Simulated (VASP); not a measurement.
Here is a VASP 6.6.1 calculation.

Contents of INCAR:

```
PREC     = Accurate       # precision mode
ENCUT    = 520            # plane-wave cutoff, eV
EDIFF    = 1E-6           # SCF threshold, eV
ISMEAR   = -1             # smearing method
SIGMA    = 0.05           # smearing width, eV
LREAL    = False          # projectors in reciprocal space
LASPH    = True           # aspherical terms in the spheres
NELM     = 80             # most SCF steps
ALGO     = Normal         # electronic algorithm
ISIF     = 2              # what is computed and relaxed
LWAVE    = False          # write WAVECAR
LCHARG   = False          # write CHGCAR
GGA      = PS             # functional
NBANDS   = 40             # bands
```

KPOINTS

```
Automatic mesh
0
Gamma
  4 4 4
```

Contents of POSCAR:

```
Cd2SnS4
1.0
    6.7925196524     -0.9634405630     -0.5427718352
   -0.5977488785      3.9109079832     -0.0296130279
   -0.6335450302     -0.0450087890      6.8637280057
Cd Sn S
2 1 4
Direct
    0.5171237899      0.5189648638      0.8087043138
    0.9418533483      0.2308295230      0.0883076490
    0.5163631247      0.0185242407      0.3553115918
    0.8716755352      0.1941999281      0.4287593500
    0.8931682314      0.7064377455      0.8711631179
    0.3650292038      0.4428978564      0.1455443567
    0.3255934332     -0.0766309139      0.6225088183
```

Potentials or basis: VASP PAW PBE potentials, release 64 (Cd, Sn_d, S).

Launch:

```console
$ cat potpaw_PBE.64/Cd/POTCAR potpaw_PBE.64/Sn_d/POTCAR potpaw_PBE.64/S/POTCAR > POTCAR
$ mpirun -np 1 vasp_std > vasp.out
```

(1) What does it give for the largest force?

(2) What does it give for the pressure?

Results:

(1) 0.065 eV/Å.

(2) 0.1 GPa.

Caveat: the PAW data sets were made with another functional, which shifts forces and pressure a little.
